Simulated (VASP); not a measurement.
# Sm3O (I4/mmm) in VASP: notebook

Sm3O is run at these levels: PBE; tasks: single point, relaxation of cell and atoms.

Program: VASP 6.6.1. These are calculated values, not measurements. Logs are shortened: lines on timing, memory, paths and dates and some standing lists are left out, and cuts for length are marked.

## 1. The cell of the first run

Symmetry: I4/mmm, No. 139, tetragonal system. The conventional cell has a = 5.507 Å, b = 5.507 Å, c = 6.375 Å, α = 90.00°, β = 90.00°, γ = 90.00°. Within 3.6 Å of Sm (site symmetry mmm) lie 4 Sm at 2.75 to 3.19 Å and 2 O at 2.75 Å. Sm (site symmetry 4/mmm) has 4 Sm at 2.75 Å and 2 O at 3.19 Å within 3.6 Å. O (site symmetry 4/mmm) has 6 Sm at 2.75 to 3.19 Å within 3.6 Å.

The cell was built from a structure type or drawn by symmetry, and may not be a known phase.

## 2. Single point, PBE

Contents of INCAR:

```
  PREC = Accurate
  ENCUT = 600
  EDIFF = 1E-6
  ISMEAR = 0
  SIGMA = 0.1
  LREAL = False
  LASPH = True
  NELM = 200
  ALGO = Normal
  ISIF = 2
  LWAVE = False
  LCHARG = False
  GGA = PE
  NBANDS = 28
  GGA_COMPAT = False
  LMAXMIX = 6
```

Contents of KPOINTS:

```
Automatic mesh
0
Gamma
  4 4 4
```

Contents of POSCAR:

```
Sm3O
1.0
   -2.7533554414      2.7533554414      3.1877154530
    2.7533554414     -2.7533554414      3.1877154530
    2.7533554414      2.7533554414     -3.1877154530
Sm O
3 1
Direct
    0.5000000000      0.0000000000      0.5000000000
    0.0000000000      0.5000000000      0.5000000000
    0.0000000000      0.0000000000      0.0000000000
    0.5000000000      0.5000000000      0.0000000000
```

Potentials or basis: VASP PAW PBE potentials, release 64 (Sm_3, O), 4f in core.

Command:

```console
> cat potpaw_PBE.64/Sm_3/POTCAR potpaw_PBE.64/O/POTCAR > POTCAR
> mpirun -np 1 vasp_std > vasp.out
```

OUTCAR:

```text
PREC = Accurate
   ENCUT = 600
   EDIFF = 1E-6
   ISMEAR = 0
   LREAL = False
   LASPH = True
   NELM = 200
   ISIF = 2
   GGA = PE

 ion  position               nearest neighbor table
   1  0.500  0.000  0.500-   3 2.75   4 2.75   4 2.75   3 2.75   2 3.19   2 3.19
   2  0.000  0.500  0.500-   3 2.75   4 2.75   3 2.75   4 2.75   1 3.19   1 3.19
   3  0.000  0.000  0.000-   1 2.75   2 2.75   2 2.75   1 2.75
   4  0.500  0.500  0.000-   1 2.75   2 2.75   1 2.75   2 2.75

  LATTYP: Found a body centered tetragonal cell.
 ALAT       =     5.5067108828
 C/A-ratio  =     1.1577566067

  Lattice vectors:

 A1 = (  -2.7533554414,   2.7533554414,   3.1877154530)
 A2 = (   2.7533554414,  -2.7533554414,   3.1877154530)
 A3 = (   2.7533554414,   2.7533554414,  -3.1877154530)

Analysis of symmetry for initial positions (statically):
=====================================================================
 Subroutine PRICEL returns:
 Original cell was already a primitive cell.

 Routine SETGRP: Setting up the symmetry group for a
 body centered tetragonal supercell.

 Subroutine GETGRP returns: Found 16 space group operations
 (whereof 16 operations were pure point group operations)
 out of a pool of 16 trial point group operations.

The static configuration has the point symmetry D_4h.

Analysis of symmetry for dynamics (positions and initial velocities):
=====================================================================
 Subroutine PRICEL returns:
 Original cell was already a primitive cell.

 Routine SETGRP: Setting up the symmetry group for a
 body centered tetragonal supercell.

 Subroutine GETGRP returns: Found 16 space group operations
 (whereof 16 operations were pure point group operations)
 out of a pool of 16 trial point group operations.

The dynamic configuration has the point symmetry D_4h.

 Subroutine INISYM returns: Found 16 space group operations
 (whereof 16 operations are pure point group operations),
 and found     1 'primitive' translations

----------------------------------------------------------------------------------------

                                     Primitive cell

  volume of cell :      96.6639

  direct lattice vectors                    reciprocal lattice vectors
    -2.753355441  2.753355441  3.187715453     0.000000000  0.181596605  0.156852143
     2.753355441 -2.753355441  3.187715453     0.181596605  0.000000000  0.156852143
     2.753355441  2.753355441 -3.187715453     0.181596605  0.181596605  0.000000000

  length of vectors
     5.032242262  5.032242262  5.032242262     0.239958166  0.239958166  0.256816381

  position of ions in fractional coordinates (direct lattice)
     0.500000000  0.000000000  0.500000000
     0.000000000  0.500000000  0.500000000
     0.000000000  0.000000000  0.000000000
     0.500000000  0.500000000  0.000000000

  ion indices of the primitive-cell ions
   primitive index   ion index
                 1           1
                 2           2
                 3           3
                 4           4

----------------------------------------------------------------------------------------

 KPOINTS: Automatic mesh

Automatic generation of k-mesh.
 Grid dimensions read from file:
 generate k-points for:    4    4    4

 Generating k-lattice:

  Cartesian coordinates                     Fractional coordinates (reciprocal lattice)
     0.000000000  0.045399151  0.039213036     0.250000000  0.000000000  0.000000000
     0.045399151  0.000000000  0.039213036     0.000000000  0.250000000  0.000000000
     0.045399151  0.045399151  0.000000000     0.000000000  0.000000000  0.250000000

  Length of vectors
     0.059989542  0.059989542  0.064204095

  Shift w.r.t. Gamma in fractional coordinates (k-lattice)
     0.000000000  0.000000000  0.000000000

 Subroutine IBZKPT returns following result:
 ===========================================

 Found     13 irreducible k-points:

 Following reciprocal coordinates:
            Coordinates               Weight
  0.000000  0.000000  0.000000      1.000000
  0.250000  0.000000  0.000000      8.000000
  0.500000  0.000000  0.000000      4.000000
  0.250000  0.250000  0.000000      8.000000
  0.500000  0.250000  0.000000     16.000000
 -0.250000  0.250000  0.000000      4.000000
  0.500000  0.500000  0.000000      2.000000
  0.250000  0.250000  0.250000      2.000000
 -0.250000  0.250000  0.250000      4.000000
  0.500000  0.500000  0.250000      4.000000
 -0.250000  0.500000  0.250000      8.000000
 -0.250000 -0.250000  0.250000      2.000000
  0.500000  0.500000  0.500000      1.000000
   k-points           NKPTS =     13   k-points in BZ     NKDIM =     13   number of bands    NBANDS=     28
   number of dos      NEDOS =    301   number of ions     NIONS =      4
   total plane-waves  NPLWV =  64000
   dimension x,y,z NGX =    40 NGY =   40 NGZ =   40
   dimension x,y,z NGXF=    80 NGYF=   80 NGZF=   80
   ions per type =               3   1
[... 96 lines left out ...]

 k-point     4 :       0.2500    0.2500    0.0000
  band No.  band energies     occupation
      1     -37.8897      2.00000
      2     -37.5882      2.00000
      3     -37.2872      2.00000
      4     -18.7276      2.00000
      5     -18.7158      2.00000
      6     -17.3198      2.00000
[... 20 lines left out ...]
     27       6.7696      0.00000
     28       7.9264      0.00000

 k-point     5 :       0.5000    0.2500    0.0000
  band No.  band energies     occupation
      1     -37.8080      2.00000
      2     -37.5963      2.00000
      3     -37.3711      2.00000
      4     -18.7101      2.00000
      5     -17.5969      2.00000
      6     -17.5333      2.00000
[... 20 lines left out ...]
     27       6.9591      0.00000
     28       7.6567      0.00000

 k-point     6 :      -0.2500    0.2500    0.0000
  band No.  band energies     occupation
      1     -37.9295      2.00000
      2     -37.5194      2.00000
      3     -37.3153      2.00000
      4     -18.7088      2.00000
      5     -18.6958      2.00000
      6     -17.7165      2.00000
[... 20 lines left out ...]
     27       7.8597      0.00000
     28       8.5564      0.00000

 k-point     7 :       0.5000    0.5000    0.0000
  band No.  band energies     occupation
      1     -37.6654      2.00000
      2     -37.5915      2.00000
      3     -37.5287      2.00000
      4     -17.7369      2.00000
      5     -17.5479      2.00000
      6     -17.4809      2.00000
[... 20 lines left out ...]
     27       6.9266      0.00000
     28       7.5819      0.00000

 k-point     8 :       0.2500    0.2500    0.2500
  band No.  band energies     occupation
      1     -37.5977      2.00000
      2     -37.5977      2.00000
      3     -37.5915      2.00000
      4     -17.5260      2.00000
      5     -17.4736      2.00000
      6     -17.4392      2.00000
[... 20 lines left out ...]
     27       6.6331      0.00000
     28       7.0568      0.00000

 k-point     9 :      -0.2500    0.2500    0.2500
  band No.  band energies     occupation
      1     -37.8936      2.00000
      2     -37.5951      2.00000
      3     -37.2751      2.00000
      4     -19.1818      2.00000
      5     -17.7952      2.00000
      6     -17.5878      2.00000
[... 20 lines left out ...]
     27       7.2031      0.00000
     28       7.9605      0.00000

 k-point    10 :       0.5000    0.5000    0.2500
  band No.  band energies     occupation
      1     -37.8530      2.00000
      2     -37.6557      2.00000
      3     -37.2546      2.00000
      4     -18.7512      2.00000
      5     -18.7394      2.00000
      6     -17.8624      2.00000
[... 20 lines left out ...]
     27       7.4546      0.00000
     28       7.4928      0.00000

 k-point    11 :      -0.2500    0.5000    0.2500
  band No.  band energies     occupation
      1     -37.9285      2.00000
      2     -37.6299      2.00000
      3     -37.1946      2.00000
      4     -19.2057      2.00000
      5     -18.7564      2.00000
      6     -17.7465      2.00000
[... 20 lines left out ...]
     27       6.6969      0.00000
     28       7.8084      0.00000

 k-point    12 :      -0.2500   -0.2500    0.2500
  band No.  band energies     occupation
      1     -38.0087      2.00000
      2     -37.5786      2.00000
      3     -37.1558      2.00000
      4     -19.2009      2.00000
      5     -19.2009      2.00000
      6     -17.4251      2.00000
[... 20 lines left out ...]
     27       8.1488      0.00000
     28       8.2204      0.00000

 k-point    13 :       0.5000    0.5000    0.5000
  band No.  band energies     occupation
      1     -37.9699      2.00000
      2     -37.6459      2.00000
      3     -37.1251      2.00000
      4     -19.2310      2.00000
      5     -19.2310      2.00000
      6     -17.9632      2.00000
[... 20 lines left out ...]
     27       7.2634      0.00000
     28       7.2634      0.00000

------------------------ aborting loop because EDIFF is reached ----------------------------------------

  FORCE on cell =-STRESS in cart. coord.  units (eV):
  Direction    XX          YY          ZZ          XY          YZ          ZX
  --------------------------------------------------------------------------------------
  -------------------------------------------------------------------------------------
  Total        0.5387715      0.5387715     -0.0332425      0.0000000      0.0000000      0.0000000
  in kB        8.9299931      8.9299931     -0.5509862      0.0000000      0.0000000      0.0000000
  external PRESSURE =       5.7696667 kB  Pullay stress =       0.0000000 kB

 VOLUME and BASIS-vectors are now :
 -----------------------------------------------------------------------------
  energy-cutoff  :      600.00
  volume of cell :       96.66
      direct lattice vectors                 reciprocal lattice vectors
    -2.753355441  2.753355441  3.187715453     0.000000000  0.181596605  0.156852143
     2.753355441 -2.753355441  3.187715453     0.181596605  0.000000000  0.156852143
     2.753355441  2.753355441 -3.187715453     0.181596605  0.181596605  0.000000000

 POSITION                                       TOTAL-FORCE (eV/Angst)
 -----------------------------------------------------------------------------------
      0.00000      2.75336      0.00000         0.000000      0.000000     -0.000000
      2.75336      0.00000      0.00000        -0.000000     -0.000000      0.000000
      0.00000      0.00000      0.00000        -0.000000      0.000000      0.000000
      0.00000      0.00000      3.18772         0.000000     -0.000000      0.000000
 -----------------------------------------------------------------------------------
    total drift:                               -0.000000     -0.000000      0.000000

  FREE ENERGIE OF THE ION-ELECTRON SYSTEM (eV)
  ---------------------------------------------------
  free  energy   TOTEN  =       -18.5818775884 eV

  energy  without entropy=      -18.5570802477  energy(sigma->0) =      -18.56947892
```

Wall time 24 s (1 thread of Intel Xeon Platinum 8488C (Sapphire Rapids), shared host); peak memory 0.25 GiB.

What came out:

- Free energy: -18.5819 eV
- Pressure: 0.6 GPa
- Band gap on the k mesh: zero (an odd number of electrons rules out a gap without spin polarisation)

Stress tensor (GPa, compression positive):
```
 0.89  0.00  0.00
 0.00  0.89  0.00
 0.00  0.00 -0.06
```

Caveat: the k points lie up to 0.38 Å⁻¹ apart, too coarse for converged energies and pressures of a metal; spin-orbit coupling is left out, which moves the levels of the heavy elements; the 4f electrons are frozen in the core, so they carry no moment and show no levels; an odd number of electrons without spin polarisation forces a metal; a magnetic or distorted state may lie lower; the run has no spin polarisation, though such a crystal can be magnetic.

## 3. Single point, PBE

This run uses another cell than the first one, of 25.21 Å³/atom.

Contents of INCAR:

```
ALGO = Normal
EDIFF = 1E-6
ENCUT = 600
GGA = PE
GGA_COMPAT = F
ISIF = 2
ISMEAR = 0
LASPH = T
LCHARG = T
LELF = T
LMAXMIX = 6
LREAL = F
LVHAR = T
LWAVE = F
NBANDS = 28
NELM = 200
PREC = Accurate
SIGMA = 0.1
```

Contents of KPOINTS:

```
k-points
0
Gamma
  4 4 4
```

Contents of POSCAR:

```
Sm3O
1.0
   -2.7662904200      2.7662904200      3.2943362900
    2.7662904200     -2.7662904200      3.2943362900
    2.7662904200      2.7662904200     -3.2943362900
Sm O
3 1
Direct
    0.5000000000      0.0000000000      0.5000000000
    0.0000000000      0.5000000000      0.5000000000
    0.0000000000      0.0000000000      0.0000000000
    0.5000000000      0.5000000000      0.0000000000
```

Potentials or basis: VASP PAW PBE potentials, release 64 (Sm_3, O), 4f in core.

Command:

```console
> cat potpaw_PBE.64/Sm_3/POTCAR potpaw_PBE.64/O/POTCAR > POTCAR
> mpirun -np 1 vasp_std > vasp.out
```

Run time: 34 s. Hardware: 1 thread of Intel Xeon Platinum 8488C (Sapphire Rapids), shared host; peak memory 0.27 GiB.

It converged, with:

* Free energy: -18.5626 eV
* Pressure: -0.7 GPa
* Band gap on the k mesh: zero (an odd number of electrons rules out a gap without spin polarisation)

Stress tensor (GPa, compression positive):
```
 0.00  0.00  0.00
 0.00  0.00  0.00
 0.00  0.00 -2.20
```

Levels at points of the mesh, in eV from the Fermi level:
```tsv
k point	band 18	band 19	band 20	band 21	band 22	band 23
(0.00, 0.00, 0.00)	-2.18	-2.16	-2.16	-1.21	-0.88	2.56
(0.50, 0.00, 0.00)	-0.71	-0.13	0.09	0.41	0.89	2.07
(0.50, 0.50, 0.00)	0.17	0.35	0.45	1.50	1.55	2.21
(0.50, 0.50, 0.50)	-1.13	-1.05	-0.42	-0.30	-0.30	2.07
```

Caveat: the k points lie up to 0.37 Å⁻¹ apart, too coarse for converged energies and pressures of a metal; spin-orbit coupling is left out, which moves the levels of the heavy elements; the 4f electrons are frozen in the core, so they carry no moment and show no levels; an odd number of electrons without spin polarisation forces a metal; a magnetic or distorted state may lie lower; the run has no spin polarisation, though such a crystal can be magnetic.

## 4. Relaxation of cell and atoms, PBE

This run uses another cell than the first one, of 25.21 Å³/atom.

Contents of INCAR:

```
  ALGO = Normal
  EDIFF = 1E-7
  EDIFFG = -0.04
  ENCUT = 600
  GGA = PE
  GGA_COMPAT = False
  IBRION = 2
  ISIF = 3
  ISMEAR = 0
  LASPH = True
  LCHARG = False
  LMAXMIX = 6
  LREAL = False
  LWAVE = False
  NELM = 200
  NELMIN = 4
  NSW = 90
  PREC = Accurate
  SIGMA = 0.1
```

KPOINTS is that of step 3.

POSCAR is that of step 3.

Command:

```console
> cat potpaw_PBE.64/Sm_3/POTCAR potpaw_PBE.64/O/POTCAR > POTCAR
> mpirun -np 1 vasp_std > vasp.out
```

It took 1.9 min on 1 thread of Intel Xeon Platinum 8488C (Sapphire Rapids), shared host; peak memory 0.28 GiB.

The run converged. Its results:

- Free energy: -18.5906 eV
- Relaxed volume: 24.53 Å³/atom
- Relaxed cell: a = 5.053 Å, b = 5.053 Å, c = 5.053 Å, α = 113.21°, β = 113.21°, γ = 102.23°
- Space group after relaxing (to 0.1 Å): I4/mmm (No. 139)
- Energy gained by relaxing: 7.0 meV/atom
- Ionic steps: 5
- Pressure after relaxing: 0.2 GPa
- Band gap on the k mesh: zero (an odd number of electrons rules out a gap without spin polarisation)

Stress tensor (GPa, compression positive):
```
 0.26  0.00  0.00
 0.00  0.26  0.00
 0.00  0.00 -0.04
```

The path:
```csv
step,energy change (eV),largest force (eV/Å),pressure (GPa),volume (Å³)
1,0.0000,0.0000,-0.73,100.84
2,-0.0181,0.0000,-0.22,99.17
3,-0.0251,0.0000,0.30,97.64
4,-0.0252,0.0000,0.39,97.38
5,-0.0279,0.0000,0.16,98.14
```

Final structure:
```
Sm O
1.0
    -2.78108    2.78108    3.17203
     2.78108   -2.78108    3.17203
     2.78108    2.78108   -3.17203
Sm O
3 1
Direct
  0.50000 0.00000 0.50000
  0.00000 0.50000 0.50000
  0.00000 0.00000 0.00000
  0.50000 0.50000 0.00000
```

Levels at points of the mesh, in eV from the Fermi level:
| k point | band 16 | band 17 | band 18 | band 19 | band 20 | band 21 | band 22 | band 23 |
| --- | --- | --- | --- | --- | --- | --- | --- | --- |
| (0.00, 0.00, 0.00) | -2.26 | -2.26 | -2.24 | -2.19 | -2.19 | -1.18 | -0.90 | 2.49 |
| (0.50, 0.00, 0.00) | -2.81 | -1.11 | -0.64 | -0.05 | 0.20 | 0.57 | 0.83 | 2.21 |
| (0.50, 0.50, 0.00) | -2.92 | -0.97 | 0.06 | 0.37 | 0.49 | 1.25 | 1.45 | 2.33 |
| (0.50, 0.50, 0.50) | -2.35 | -1.51 | -1.07 | -0.99 | -0.55 | -0.35 | -0.35 | 2.07 |

Caveat: the k points lie up to 0.38 Å⁻¹ apart in the final cell, too coarse for converged energies and pressures of a metal; spin-orbit coupling is left out, which moves the levels of the heavy elements; the 4f electrons are frozen in the core, so they carry no moment and show no levels; an odd number of electrons without spin polarisation forces a metal; a magnetic or distorted state may lie lower; the run has no spin polarisation, though such a crystal can be magnetic.

## 5. Overview

```csv
task,cell,gap on the mesh (eV),pressure (GPa)
single point,"a = 5.032 Å, angles 113.7, 113.7, 101.4°, 4 atoms",none,0.6
single point,"a = 5.114 Å, angles 114.5, 114.5, 99.8°, 4 atoms",none,-0.7
relaxation of cell and atoms,"relaxed from a = 5.114 Å, angles 114.5, 114.5, 99.8°, 4 atoms",none,0.2
```

Alike in all rows: level PBE; potentials or basis VASP PAW PBE potentials, release 64 (Sm_3, O), 4f in core; no spin polarisation; k mesh 4 × 4 × 4; cutoff (eV) 600; smearing gaussian 0.1 eV.

Caveats: all runs use coarse meshes; spin-orbit coupling is left out, which moves the levels of the heavy elements; the 4f electrons are frozen in the core, so they carry no moment and show no levels; an odd number of electrons without spin polarisation forces a metal; a magnetic or distorted state may lie lower; the run has no spin polarisation, though such a crystal can be magnetic.

Total energies depend on the potentials used, so only differences within one code and one set of settings carry meaning.
